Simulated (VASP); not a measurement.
# Rh (Pm-3m) in VASP: further runs, part 2 of 2

VASP 6.6.1. Earlier steps stand in the parts before.

### 6 Single point, LDA

File INCAR:

```
PREC = Accurate
ENCUT = 520
EDIFF = 1E-6
ISMEAR = -1
SIGMA = 0.1
LREAL = F
LASPH = T
NELM = 100
ALGO = Normal
ISIF = 2
LWAVE = F
LCHARG = T
LELF = T
LVHAR = T
NBANDS = 14
```

File KPOINTS:

```
regular mesh
0
Gamma
  14 14 14
```

File POSCAR:

```
Rh
1.0
    2.4810038578      0.0000000000      0.0000000000
    0.0000000000      2.4810038578      0.0000000000
    0.0000000000      0.0000000000      2.4810038578
Rh
1
Direct
    0.0000000000      0.0000000000      0.0000000000
```

Potentials or basis: VASP PAW LDA potentials, release 64 (Rh_pv).

Launch:

```sh
$ cat potpaw_LDA.64/Rh_pv/POTCAR > POTCAR
$ mpirun -np 1 vasp_std > vasp.out
```

OUTCAR:

```text
PREC = Accurate
   ENCUT = 520
   EDIFF = 1E-6
   ISMEAR = -1
   LREAL = F
   LASPH = T
   NELM = 100
   ISIF = 2

 ion  position               nearest neighbor table
   1  0.000  0.000  0.000-

  LATTYP: Found a simple cubic cell.
 ALAT       =     2.4810038578

  Lattice vectors:

 A1 = (   2.4810038578,   0.0000000000,   0.0000000000)
 A2 = (   0.0000000000,   2.4810038578,   0.0000000000)
 A3 = (   0.0000000000,   0.0000000000,   2.4810038578)

Analysis of symmetry for initial positions (statically):
=====================================================================
 Subroutine PRICEL returns:
 Original cell was already a primitive cell.

 Routine SETGRP: Setting up the symmetry group for a
 simple cubic supercell.

 Subroutine GETGRP returns: Found 48 space group operations
 (whereof 48 operations were pure point group operations)
 out of a pool of 48 trial point group operations.

The static configuration has the point symmetry O_h .

Analysis of symmetry for dynamics (positions and initial velocities):
=====================================================================
 Subroutine PRICEL returns:
 Original cell was already a primitive cell.

 Routine SETGRP: Setting up the symmetry group for a
 simple cubic supercell.

 Subroutine GETGRP returns: Found 48 space group operations
 (whereof 48 operations were pure point group operations)
 out of a pool of 48 trial point group operations.

The dynamic configuration has the point symmetry O_h .

 Subroutine INISYM returns: Found 48 space group operations
 (whereof 48 operations are pure point group operations),
 and found     1 'primitive' translations

----------------------------------------------------------------------------------------

                                     Primitive cell

  volume of cell :      15.2715

  direct lattice vectors                    reciprocal lattice vectors
     2.481003858  0.000000000  0.000000000     0.403062654  0.000000000  0.000000000
     0.000000000  2.481003858  0.000000000     0.000000000  0.403062654  0.000000000
     0.000000000  0.000000000  2.481003858     0.000000000  0.000000000  0.403062654

  length of vectors
     2.481003858  2.481003858  2.481003858     0.403062654  0.403062654  0.403062654

  position of ions in fractional coordinates (direct lattice)
     0.000000000  0.000000000  0.000000000

  ion indices of the primitive-cell ions
   primitive index   ion index
                 1           1

----------------------------------------------------------------------------------------

 KPOINTS: regular mesh

Automatic generation of k-mesh.
 Grid dimensions read from file:
 generate k-points for:   14   14   14

 Generating k-lattice:

  Cartesian coordinates                     Fractional coordinates (reciprocal lattice)
     0.028790190  0.000000000  0.000000000     0.071428571  0.000000000  0.000000000
     0.000000000  0.028790190  0.000000000     0.000000000  0.071428571  0.000000000
     0.000000000  0.000000000  0.028790190     0.000000000  0.000000000  0.071428571

  Length of vectors
     0.028790190  0.028790190  0.028790190

  Shift w.r.t. Gamma in fractional coordinates (k-lattice)
     0.000000000  0.000000000  0.000000000

 Subroutine IBZKPT returns following result:
 ===========================================

 Found    120 irreducible k-points:

 Following reciprocal coordinates:
            Coordinates               Weight
  0.000000  0.000000  0.000000      1.000000
  0.071429  0.000000  0.000000      6.000000
  0.142857  0.000000  0.000000      6.000000
  0.214286  0.000000  0.000000      6.000000
  0.285714  0.000000  0.000000      6.000000
  0.357143  0.000000  0.000000      6.000000
[... 16 lines left out ...]
  0.285714  0.214286  0.000000     24.000000
  0.357143  0.214286  0.000000     24.000000
 [... further k-points ...]
   k-points           NKPTS =    120   k-points in BZ     NKDIM =    120   number of bands    NBANDS=     14
   number of dos      NEDOS =    301   number of ions     NIONS =      1
   total plane-waves  NPLWV =   5832
   dimension x,y,z NGX =    18 NGY =   18 NGZ =   18
   dimension x,y,z NGXF=    36 NGYF=   36 NGZF=   36
   ions per type =               1
   NGX,Y,Z   is equivalent  to a cutoff of  12.06, 12.06, 12.06 a.u.
   NGXF,Y,Z  is equivalent  to a cutoff of  24.12, 24.12, 24.12 a.u.
 SYSTEM =  unknown system
   PREC   = accura    normal or accurate (medium, high low for compatibility)
   ISTART =      0    job   : 0-new  1-cont  2-samecut
   ICHARG =      2    charge: 1-file 2-atom 10-const
   ISPIN  =      1    spin polarized calculation?
   LNONCOLLINEAR =      F non collinear calculations
   LSORBIT =      F    spin-orbit coupling
   LASPH  =      T    aspherical Exc in radial PAW
   ENCUT  =  520.0 eV  38.22 Ry    6.18 a.u.   4.61  4.61  4.61*2*pi/ulx,y,z
   NELM   =    100;   NELMIN=  2; NELMDL= -5     # of ELM steps
   EDIFF  = 0.1E-05   stopping-criterion for ELM
   LREAL  =      F    real-space projection
   EDIFFG = 0.1E-04   stopping-criterion for IOM
   NSW    =      0    number of steps for IOM
   IBRION =     -1    ionic relax: 0-MD 1-quasi-New 2-CG
   NFREE  =      0    steps in history (QN), initial steepest desc. (CG)
   ISIF   =      2    stress and relaxation
   ISYM   =      2    0-nonsym 1-usesym 2-fastsym
   POTIM  = 0.5000    time-step for ionic-motion
   TEBEG  =    0.0;   TEEND  =   0.0 temperature during run
   PSTRESS=    0.0 pullay stress
   NELECT =      15.0000    total number of electrons
   NUPDOWN=      -1.0000    fix difference up-down
   EMIN   =  10.00;   EMAX   =-10.00  energy-range for DOS
   EFERMI =   0.00;   METHOD = LEGACY
   ISMEAR =    -1;   SIGMA  =   0.10  broadening in eV -4-tet -1-fermi 0-gaus
   EFERMI_NEDOS =   21; number of points for ismear=-14 and -15
   IALGO  =     38    algorithm
   IMIX   =      4    mixing-type and parameters
     AMIX     =   0.40;   BMIX     =  1.00
     AMIX_MAG =   1.60;   BMIX_MAG =  1.00
  volume/ion in A,a.u.               =      15.27       103.06
  Fermi-wavevector in a.u.,A,eV,Ry     =   1.627338  3.075223 36.031350  2.648230
  Thomas-Fermi vector in A             =   2.720150
   LORBIT       =      0    0 simple, 1 ext, 2 COOP (PROOUT), +10 PAW based schemes
   GGA     = CA    functional components
   LHFCALC =     F    Hartree Fock is set to
   AEXX    =    0.0000 exact exchange contribution
   IVDW    =     0    specifies the selected vdW correction
   LEPSILON=     F    determine dielectric tensor
   LRPA    =     F    only Hartree local field effects (RPA)
 non-spin polarized calculation
  energy-cutoff  :      520.00
  volume of cell :       15.27
 maximum number of plane-waves:       437
   NGX =  9   NGY =  9   NGZ =  9

 number of electron      15.0000001 magnetization

 Free energy of the ion-electron system (eV)
  ---------------------------------------------------
  ext. energy  EPLUGINS =         0.00000000
  ---------------------------------------------------
  free energy    TOTEN  =        -7.82270487 eV

  energy without entropy =       -7.77278537  energy(sigma->0) =       -7.79774512

 E-fermi :  10.0286     XC(G=0): -13.5385

 val. band max:       10.0115097438   @ k =   0.2857   0.2143   0.0714
 cond. band min:      10.0341430305   @ k =   0.3571   0.1429   0.1429
 fundamental gap:      0.0226332867
 Fermi energy:        10.0286453948

 k-point     1 :       0.0000    0.0000    0.0000
  band No.  band energies     occupation
      1     -35.8692      2.00000
      2     -35.8692      2.00000
      3     -35.8692      2.00000
      4       2.7863      2.00000
      5       4.4117      2.00000
      6       4.4117      2.00000
      7      10.8888      0.00037
      8      10.8888      0.00037
      9      10.8888      0.00037
     10      27.1834      0.00000
     11      27.1834      0.00000
     12      27.1834      0.00000
     13      30.8679      0.00000
     14      35.0560      0.00000

 k-point     2 :       0.0714    0.0000    0.0000
  band No.  band energies     occupation
      1     -35.9145      2.00000
      2     -35.8654      2.00000
      3     -35.8654      2.00000
      4       2.9406      2.00000
      5       4.4433      2.00000
      6       4.5613      2.00000
      7      10.7466      0.00152
      8      10.7466      0.00152
      9      10.8999      0.00033
     10      26.1863      0.00000
[... 362 lines left out ...]
 k-point    24 :       0.3571    0.2143    0.0000
  band No.  band energies     occupation
      1     -36.5461      2.00000
      2     -36.1451      2.00000
      3     -35.7780      2.00000
      4       5.2243      2.00000
      5       5.9301      2.00000
      6       7.3249      2.00000
      7       9.0687      1.99986
      8      10.1443      0.47873
      9      10.4604      0.02633
     10      19.2184      0.00000
     11      25.7918      0.00000
     12      29.8344      0.00000
     13      30.8785      0.00000
     14      33.8957      0.00000

 [... further k-points ...]
[... 5 lines left out ...]
  --------------------------------------------------------------------------------------
  -------------------------------------------------------------------------------------
  Total        0.0474801      0.0474801      0.0474801     -0.0000000     -0.0000000     -0.0000000
  in kB        4.9812693      4.9812693      4.9812693     -0.0000000     -0.0000000     -0.0000000
  external PRESSURE =       4.9812693 kB  Pullay stress =       0.0000000 kB

 VOLUME and BASIS-vectors are now :
 -----------------------------------------------------------------------------
  energy-cutoff  :      520.00
  volume of cell :       15.27
      direct lattice vectors                 reciprocal lattice vectors
     2.481003858  0.000000000  0.000000000     0.403062654  0.000000000  0.000000000
     0.000000000  2.481003858  0.000000000     0.000000000  0.403062654  0.000000000
     0.000000000  0.000000000  2.481003858     0.000000000  0.000000000  0.403062654

 POSITION                                       TOTAL-FORCE (eV/Angst)
 -----------------------------------------------------------------------------------
      0.00000      0.00000      0.00000         0.000000      0.000000      0.000000
 -----------------------------------------------------------------------------------
    total drift:                                0.000000      0.000000      0.000000

  FREE ENERGIE OF THE ION-ELECTRON SYSTEM (eV)
  ---------------------------------------------------
  free  energy   TOTEN  =        -7.8227048737 eV

  energy  without entropy=       -7.7727853658  energy(sigma->0) =       -7.79774512
```

stdout:

```text
POSCAR found type information on POSCAR Rh
 POSCAR found :  1 types and       1 ions
 scaLAPACK will be used
 LDA part: xc-table for (Slater(with rela. corr.)+CA(PZ))
 , standard interpolation
 POSCAR, INCAR and KPOINTS ok, starting setup
 FFT: planning ... GRIDC
 FFT: planning ... GRID_SOFT
 FFT: planning ... GRID
 WAVECAR not read
 entering main loop
```

Run time: 8.3 s. Hardware: 1 thread of Intel Xeon Platinum 8488C (Sapphire Rapids), shared host; peak memory 0.13 GiB.

What came out:

```yaml
Free_energy: -7.8227 eV
Pressure: 0.5 GPa
```

Levels at points of the mesh, in eV from the Fermi level:
| k point | band 3 | band 4 | band 5 | band 6 | band 7 | band 8 | band 9 | band 10 | band 11 | band 12 |
| --- | --- | --- | --- | --- | --- | --- | --- | --- | --- | --- |
| (0.00, 0.00, 0.00) | -45.90 | -7.24 | -5.62 | -5.62 | 0.86 | 0.86 | 0.86 | 17.15 | 17.15 | 17.15 |
| (0.50, 0.00, 0.00) | -45.82 | -4.93 | -4.71 | -1.50 | -1.50 | -0.21 | 1.09 | 6.63 | 17.55 | 20.84 |
| (0.50, 0.50, 0.00) | -45.75 | -6.15 | -3.99 | -1.04 | -1.04 | 2.56 | 5.71 | 5.71 | 13.80 | 14.44 |
| (0.50, 0.50, 0.50) | -46.56 | -4.90 | -4.90 | -4.90 | 2.71 | 2.71 | 10.05 | 12.53 | 12.53 | 12.53 |

### 7 The runs side by side

| cell | k mesh | gap on the mesh (eV) | pressure (GPa) |
| --- | --- | --- | --- |
| a = 2.481 Å, 1 atom | 13 × 13 × 13 | none | 0.7 |
| a = 2.378 Å, 1 atom | 14 × 14 × 14 | none | 41.1 |
| a = 2.413 Å, 1 atom | 14 × 14 × 14 | none | 24.2 |
| a = 2.447 Å, 1 atom | 14 × 14 × 14 | none | 10.9 |
| a = 2.481 Å, 1 atom | 14 × 14 × 14 | none | 0.5 |

Alike in all rows: task single point; level LDA; potentials or basis VASP PAW LDA potentials, release 64 (Rh_pv); no spin polarisation; cutoff (eV) 520; smearing fermi-dirac 0.1 eV.

Absolute energies hang on the potentials; compare differences alone.
